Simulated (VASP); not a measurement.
Set up this calculation in VASP 6.6.1, as the native input.

```
Task                   : single point
Functional             : PBEsol
Potentials or basis    : VASP PAW PBE potentials, release 64 (K_sv)
Cutoff                 : 520 eV
k mesh                 : 7 × 7 × 7
Occupations            : fermi-dirac, width 0.05 eV
Spin                   : no spin polarisation
Dipole correction      : no
Further INCAR settings : ALGO = Fast; EDIFF = 1e-07; NBANDS = 10
```

The structure of K lies in POSCAR:

```
K
1.0
   -2.6794535516      2.6794535516      2.6794535516
    2.6794535516     -2.6794535516      2.6794535516
    2.6794535516      2.6794535516     -2.6794535516
K
1
Direct
    0.0000000000      0.0000000000      0.0000000000
```

One way to write it, as run:

INCAR

```
SYSTEM = K
  PREC = Accurate
  ENCUT = 520
  EDIFF = 1E-7
  ISMEAR = -1
  SIGMA = 0.05
  LREAL = .FALSE.
  LASPH = .TRUE.
  NELM = 60
  ALGO = Fast
  ISIF = 2
  LWAVE = .FALSE.
  LCHARG = .TRUE.
  GGA = PS
  LELF = .TRUE.
  LVHAR = .TRUE.
  NBANDS = 10
```

KPOINTS

```
regular mesh
0
G
  7 7 7
  0 0 0
```

Potentials or basis: VASP PAW PBE potentials, release 64 (K_sv).

Run with:

```console
$ cat potpaw_PBE.64/K_sv/POTCAR > POTCAR
$ mpirun -np 1 vasp_std > vasp.out
```

It gave:

The pressure is -0.3 GPa.

Caveat: the PAW data sets were made with another functional, which shifts forces and pressure a little.

It took 8.9 s on 1 thread of Intel(R) Xeon(R) 6975P-C (Granite Rapids) (shared host), peak memory 0.19 GiB.
